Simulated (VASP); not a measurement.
# AlAs in VASP: single point with PBEsol

Aim: the single point of AlAs with PBEsol.

Everything below comes from runs of VASP 6.6.1. Logs are shortened: lines on timing, memory, paths and dates and some standing lists are left out, and cuts for length are marked.

**1. The cell of the first run**

The cell holds a slab with vacuum, 6 atoms: a = 4.013 Å, b = 4.013 Å, c = 24.093 Å, α = 90.00°, β = 90.00°, γ = 90.00°.

**2. Single point, PBEsol**

The input, INCAR:

```
SYSTEM = AlAs
PREC = Accurate
ENCUT = 520
EDIFF = 1E-7
ISMEAR = 0
SIGMA = 0.05
LREAL = .FALSE.
LASPH = .TRUE.
NELM = 100
ALGO = Normal
ISIF = 2
LWAVE = .FALSE.
LCHARG = .FALSE.
LDIPOL = .TRUE.
IDIPOL = 3
DIPOL = 0.5 0.5 0.500
GGA = PS
NBANDS = 21
```

The input, KPOINTS:

```
Automatic mesh
0
G
  7 7 1
  0 0 0
```

The input, POSCAR:

```
AlAs
1.0
    4.0125456562      0.0000000000      0.0000000000
    0.0000000000      4.0125456562      0.0000000000
    0.0000000000      0.0000000000     24.0932456083
As Al
3 3
Direct
    0.0000000000      0.5000000000      0.3527959719
    0.5000000000      0.0000000000      0.4705591944
    0.0000000000      0.5000000000      0.5888925355
    0.5000000000      0.5000000000      0.4116775831
    0.0000000000      0.0000000000      0.5275418277
    0.5000000000      0.5000000000      0.6480203048
```

Potentials or basis: VASP PAW PBE potentials, release 64 (As, Al).

Started as:

```sh
cat potpaw_PBE.64/As/POTCAR potpaw_PBE.64/Al/POTCAR > POTCAR
mpirun -np 1 vasp_std > vasp.out
```

OUTCAR:

```text
SYSTEM = AlAs
   PREC = Accurate
   ENCUT = 520
   EDIFF = 1E-7
   ISMEAR = 0
   LREAL = .FALSE.
   LASPH = .TRUE.
   NELM = 100
   ISIF = 2
   GGA = PS

 ion  position               nearest neighbor table
   1  0.000  0.500  0.353-   4 2.46   4 2.46
   2  0.500  0.000  0.471-   5 2.43   5 2.43   4 2.46   4 2.46
   3  0.000  0.500  0.589-   6 2.46   6 2.46   5 2.49   5 2.49
   4  0.500  0.500  0.412-   1 2.46   1 2.46   2 2.46   2 2.46
   5  0.000  0.000  0.528-   2 2.43   2 2.43   3 2.49   3 2.49
   6  0.500  0.500  0.648-   3 2.46   3 2.46

  LATTYP: Found a simple tetragonal cell.
 ALAT       =     4.0125456562
 C/A-ratio  =     6.0044788702

  Lattice vectors:

 A1 = (   4.0125456562,   0.0000000000,   0.0000000000)
 A2 = (   0.0000000000,   4.0125456562,   0.0000000000)
 A3 = (   0.0000000000,   0.0000000000,  24.0932456083)

Analysis of symmetry for initial positions (statically):
=====================================================================
 Subroutine PRICEL returns:
 Original cell was already a primitive cell.

 Routine SETGRP: Setting up the symmetry group for a
 simple tetragonal supercell.

 Subroutine GETGRP returns: Found  4 space group operations
 (whereof  4 operations were pure point group operations)
 out of a pool of 16 trial point group operations.

The static configuration has the point symmetry C_2v.

Analysis of symmetry for dynamics (positions and initial velocities):
=====================================================================
 Subroutine PRICEL returns:
 Original cell was already a primitive cell.

 Routine SETGRP: Setting up the symmetry group for a
 simple tetragonal supercell.

 Subroutine GETGRP returns: Found  4 space group operations
 (whereof  4 operations were pure point group operations)
 out of a pool of 16 trial point group operations.

The dynamic configuration has the point symmetry C_2v.

 Subroutine INISYM returns: Found  4 space group operations
 (whereof  4 operations are pure point group operations),
 and found     1 'primitive' translations

----------------------------------------------------------------------------------------

                                     Primitive cell

  volume of cell :     387.9138

  direct lattice vectors                    reciprocal lattice vectors
     4.012545656  0.000000000  0.000000000     0.249218348  0.000000000  0.000000000
     0.000000000  4.012545656  0.000000000     0.000000000  0.249218348  0.000000000
     0.000000000  0.000000000 24.093245608     0.000000000  0.000000000  0.041505408

  length of vectors
     4.012545656  4.012545656 24.093245608     0.249218348  0.249218348  0.041505408

  position of ions in fractional coordinates (direct lattice)
     0.000000000  0.500000000  0.352795972
     0.500000000  0.000000000  0.470559194
     0.000000000  0.500000000  0.588892536
     0.500000000  0.500000000  0.411677583
     0.000000000  0.000000000  0.527541828
     0.500000000  0.500000000  0.648020305

  ion indices of the primitive-cell ions
   primitive index   ion index
                 1           1
                 2           2
                 3           3
                 4           4
                 5           5
                 6           6

----------------------------------------------------------------------------------------

 KPOINTS: Automatic mesh

Automatic generation of k-mesh.
 Grid dimensions read from file:
 generate k-points for:    7    7    1

 Generating k-lattice:

  Cartesian coordinates                     Fractional coordinates (reciprocal lattice)
     0.035602621  0.000000000  0.000000000     0.142857143  0.000000000  0.000000000
     0.000000000  0.035602621  0.000000000     0.000000000  0.142857143  0.000000000
     0.000000000  0.000000000  0.041505408     0.000000000  0.000000000  1.000000000

  Length of vectors
     0.035602621  0.035602621  0.041505408

  Shift w.r.t. Gamma in fractional coordinates (k-lattice)
     0.000000000  0.000000000  0.000000000

 Subroutine IBZKPT returns following result:
 ===========================================

 Found     16 irreducible k-points:

 Following reciprocal coordinates:
            Coordinates               Weight
  0.000000  0.000000  0.000000      1.000000
  0.142857  0.000000  0.000000      2.000000
  0.000000  0.142857  0.000000      2.000000
  0.285714  0.000000  0.000000      2.000000
  0.000000  0.285714  0.000000      2.000000
  0.428571  0.000000  0.000000      2.000000
[... 8 lines left out ...]
 -0.285714  0.428571  0.000000      4.000000
  0.428571  0.428571  0.000000      4.000000
   k-points           NKPTS =     16   k-points in BZ     NKDIM =     16   number of bands    NBANDS=     21
   number of dos      NEDOS =    301   number of ions     NIONS =      6
   total plane-waves  NPLWV = 162000
   dimension x,y,z NGX =    30 NGY =   30 NGZ =  180
   dimension x,y,z NGXF=    60 NGYF=   60 NGZF=  360
   ions per type =               3   3
   NGX,Y,Z   is equivalent  to a cutoff of  12.43, 12.43, 12.42 a.u.
   NGXF,Y,Z  is equivalent  to a cutoff of  24.86, 24.86, 24.84 a.u.
 SYSTEM =  AlAs
   PREC   = accura    normal or accurate (medium, high low for compatibility)
   ISTART =      0    job   : 0-new  1-cont  2-samecut
   ICHARG =      2    charge: 1-file 2-atom 10-const
   ISPIN  =      1    spin polarized calculation?
   LNONCOLLINEAR =      F non collinear calculations
   LSORBIT =      F    spin-orbit coupling
   LASPH  =      T    aspherical Exc in radial PAW
   ENCUT  =  520.0 eV  38.22 Ry    6.18 a.u.   7.46  7.46 44.80*2*pi/ulx,y,z
   NELM   =    100;   NELMIN=  2; NELMDL= -5     # of ELM steps
   EDIFF  = 0.1E-06   stopping-criterion for ELM
   LREAL  =      F    real-space projection
   EDIFFG = 0.1E-05   stopping-criterion for IOM
   NSW    =      0    number of steps for IOM
   IBRION =     -1    ionic relax: 0-MD 1-quasi-New 2-CG
   NFREE  =      0    steps in history (QN), initial steepest desc. (CG)
   ISIF   =      2    stress and relaxation
   ISYM   =      2    0-nonsym 1-usesym 2-fastsym
   POTIM  = 0.5000    time-step for ionic-motion
   TEBEG  =    0.0;   TEEND  =   0.0 temperature during run
   PSTRESS=    0.0 pullay stress
   NELECT =      24.0000    total number of electrons
   NUPDOWN=      -1.0000    fix difference up-down
   EMIN   =  10.00;   EMAX   =-10.00  energy-range for DOS
   EFERMI =   0.00;   METHOD = LEGACY
   ISMEAR =     0;   SIGMA  =   0.05  broadening in eV -4-tet -1-fermi 0-gaus
   EFERMI_NEDOS =   21; number of points for ismear=-14 and -15
   IALGO  =     38    algorithm
   IMIX   =      4    mixing-type and parameters
     AMIX     =   0.40;   BMIX     =  1.00
     AMIX_MAG =   1.60;   BMIX_MAG =  1.00
  volume/ion in A,a.u.               =      64.65       436.30
  Fermi-wavevector in a.u.,A,eV,Ry     =   0.647491  1.223580  5.704162  0.419244
  Thomas-Fermi vector in A             =   1.715816
   LORBIT       =      0    0 simple, 1 ext, 2 COOP (PROOUT), +10 PAW based schemes
   GGA     = PS    functional components
   LHFCALC =     F    Hartree Fock is set to
   AEXX    =    0.0000 exact exchange contribution
   IVDW    =     0    specifies the selected vdW correction
   LEPSILON=     F    determine dielectric tensor
   LRPA    =     F    only Hartree local field effects (RPA)
 non-spin polarized calculation
 Gauss-broadening in eV      SIGMA  =   0.05
  energy-cutoff  :      520.00
  volume of cell :      387.91
 maximum number of plane-waves:     10505
 NGX is ok and might be reduce to    30
   NGX = 15   NGY = 15   NGZ = 89

 number of electron      24.0000003 magnetization

 dipolmoment           0.000000      0.000000     -0.134778 electrons x Angstroem

 Free energy of the ion-electron system (eV)
  ---------------------------------------------------
  ext. energy  EPLUGINS =         0.00000000
  ---------------------------------------------------
  free energy    TOTEN  =       -26.10784299 eV

  energy without entropy =      -26.09931872  energy(sigma->0) =      -26.10358086

 E-fermi :  -1.9731     XC(G=0):  -4.0001

 val. band max:       -1.9859896542   @ k =   0.4286   0.2857   0.0000
 cond. band min:      -1.9442848154   @ k =  -0.1429   0.2857   0.0000
 fundamental gap:      0.0417048388
 Fermi energy:        -1.9730695073

 k-point     1 :       0.0000    0.0000    0.0000
  band No.  band energies     occupation
      1     -13.9399      2.00000
      2     -13.0713      2.00000
      3     -11.6704      2.00000
      4      -7.3030      2.00000
      5      -5.4081      2.00000
      6      -4.2579      2.00000
[... 13 lines left out ...]
     20       2.4182      0.00000
     21       2.4818      0.00000

 k-point     2 :       0.1429    0.0000    0.0000
  band No.  band energies     occupation
      1     -13.8209      2.00000
      2     -12.9879      2.00000
      3     -11.5940      2.00000
      4      -7.3087      2.00000
      5      -5.8016      2.00000
      6      -4.7089      2.00000
[... 13 lines left out ...]
     20       2.5143      0.00000
     21       2.9076      0.00000

 k-point     3 :       0.0000    0.1429    0.0000
  band No.  band energies     occupation
      1     -13.8235      2.00000
      2     -12.9950      2.00000
      3     -11.6463      2.00000
      4      -7.2072      2.00000
      5      -5.7925      2.00000
      6      -4.4361      2.00000
[... 13 lines left out ...]
     20       2.5656      0.00000
     21       2.5818      0.00000

 k-point     4 :       0.2857    0.0000    0.0000
  band No.  band energies     occupation
      1     -13.4991      2.00000
      2     -12.8017      2.00000
      3     -11.4207      2.00000
      4      -7.4966      2.00000
      5      -6.7306      2.00000
      6      -5.5805      2.00000
[... 13 lines left out ...]
     20       3.2150      0.00000
     21       3.3439      0.00000

 k-point     5 :       0.0000    0.2857    0.0000
  band No.  band energies     occupation
      1     -13.5083      2.00000
      2     -12.8261      2.00000
      3     -11.6135      2.00000
      4      -7.1173      2.00000
      5      -6.6004      2.00000
      6      -5.5872      2.00000
[... 13 lines left out ...]
     20       3.1639      0.00000
     21       3.4238      0.00000

 k-point     6 :       0.4286    0.0000    0.0000
  band No.  band energies     occupation
      1     -13.1217      2.00000
      2     -12.7061      2.00000
      3     -11.2875      2.00000
      4      -7.7712      2.00000
      5      -7.4056      2.00000
      6      -6.4185      2.00000
[... 13 lines left out ...]
     20       3.0622      0.00000
     21       3.2388      0.00000

 k-point     7 :       0.0000    0.4286    0.0000
  band No.  band energies     occupation
      1     -13.1343      2.00000
      2     -12.7468      2.00000
      3     -11.6212      2.00000
      4      -7.4677      2.00000
      5      -7.0042      2.00000
      6      -5.8441      2.00000
[... 13 lines left out ...]
     20       3.1292      0.00000
     21       3.1636      0.00000
[... 99 lines left out ...]
      1     -13.0360      2.00000
      2     -12.6548      2.00000
      3     -11.5195      2.00000
      4      -7.4098      2.00000
      5      -6.9150      2.00000
      6      -5.9244      2.00000
[... 13 lines left out ...]
     20       2.9328      0.00000
     21       3.2077      0.00000

 k-point    13 :       0.2857    0.2857    0.0000
  band No.  band energies     occupation
      1     -13.1027      2.00000
      2     -12.5462      2.00000
      3     -11.3066      2.00000
      4      -7.2088      2.00000
      5      -6.6499      2.00000
      6      -6.0774      2.00000
[... 13 lines left out ...]
     20       3.5362      0.00000
     21       3.8599      0.00000

 k-point    14 :       0.4286    0.2857    0.0000
  band No.  band energies     occupation
      1     -12.7821      2.00000
      2     -12.4074      2.00000
      3     -11.1160      2.00000
      4      -7.4402      2.00000
      5      -7.2355      2.00000
      6      -6.5669      2.00000
[... 13 lines left out ...]
     20       3.5059      0.00000
     21       3.9750      0.00000

 k-point    15 :      -0.2857    0.4286    0.0000
  band No.  band energies     occupation
      1     -12.7871      2.00000
      2     -12.4264      2.00000
      3     -11.2624      2.00000
      4      -7.3773      2.00000
      5      -6.7797      2.00000
      6      -6.4283      2.00000
[... 13 lines left out ...]
     20       3.2447      0.00000
     21       3.8995      0.00000

 k-point    16 :       0.4286    0.4286    0.0000
  band No.  band energies     occupation
      1     -12.5475      2.00000
      2     -12.2165      2.00000
      3     -11.0166      2.00000
      4      -7.5547      2.00000
      5      -7.0924      2.00000
      6      -6.8429      2.00000
[... 13 lines left out ...]
     20       2.9570      0.00000
     21       4.0109      0.00000

------------------------ aborting loop because EDIFF is reached ----------------------------------------

 vacuum level on the upper side and lower side of the slab       (xc-potential included)        -0.815         0.665

  FORCE on cell =-STRESS in cart. coord.  units (eV):
  Direction    XX          YY          ZZ          XY          YZ          ZX
  --------------------------------------------------------------------------------------
  -------------------------------------------------------------------------------------
  Total       -0.2149342     -2.3481738      0.2583082      0.0000000      0.0000000      0.0000000
  in kB       -0.8877299     -9.6985218      1.0668748      0.0000000      0.0000000      0.0000000
  external PRESSURE =      -3.1731256 kB  Pullay stress =       0.0000000 kB

 VOLUME and BASIS-vectors are now :
 -----------------------------------------------------------------------------
  energy-cutoff  :      520.00
  volume of cell :      387.91
      direct lattice vectors                 reciprocal lattice vectors
     4.012545656  0.000000000  0.000000000     0.249218348  0.000000000  0.000000000
     0.000000000  4.012545656  0.000000000     0.000000000  0.249218348  0.000000000
     0.000000000  0.000000000 24.093245608     0.000000000  0.000000000  0.041505408

 POSITION                                       TOTAL-FORCE (eV/Angst)
 -----------------------------------------------------------------------------------
      0.00000      2.00627      8.50000         0.000000      0.000000      0.198364
      2.00627      0.00000     11.33730         0.000000      0.000000      0.279065
      0.00000      2.00627     14.18833         0.000000      0.000000      0.008959
      2.00627      2.00627      9.91865         0.000000      0.000000     -0.509282
      0.00000      0.00000     12.71019         0.000000      0.000000      0.008909
      2.00627      2.00627     15.61291         0.000000      0.000000      0.013985
 -----------------------------------------------------------------------------------
    total drift:                                0.000000      0.000000      0.000027

  FREE ENERGIE OF THE ION-ELECTRON SYSTEM (eV)
  ---------------------------------------------------
  free  energy   TOTEN  =       -26.1078429948 eV

  energy  without entropy=      -26.0993187191  energy(sigma->0) =      -26.10358086

 vacuum level on the upper side and lower side of the slab         2.513         4.027
```

It took 4.3 min on 1 thread of Intel Xeon Platinum 8259CL at 2.50GHz (Skylake/Cascade Lake), shared host; peak memory 0.44 GiB.

Results:

```yaml
Free_energy: -26.1078 eV
Largest_force: 0.509 eV/Å
Band_gap_on_the_k_mesh: zero (band 12 reaches -1.79 eV, above the bottom of band 13 at -2.00 eV)
```

Forces on the atoms (eV/Å):
```
As   0.000  0.000  0.198
As   0.000  0.000  0.279
As   0.000  0.000  0.009
Al   0.000  0.000 -0.509
Al   0.000  0.000  0.009
Al   0.000  0.000  0.014
```

Caveat: the PAW data sets were made with another functional, which shifts forces and pressure a little.
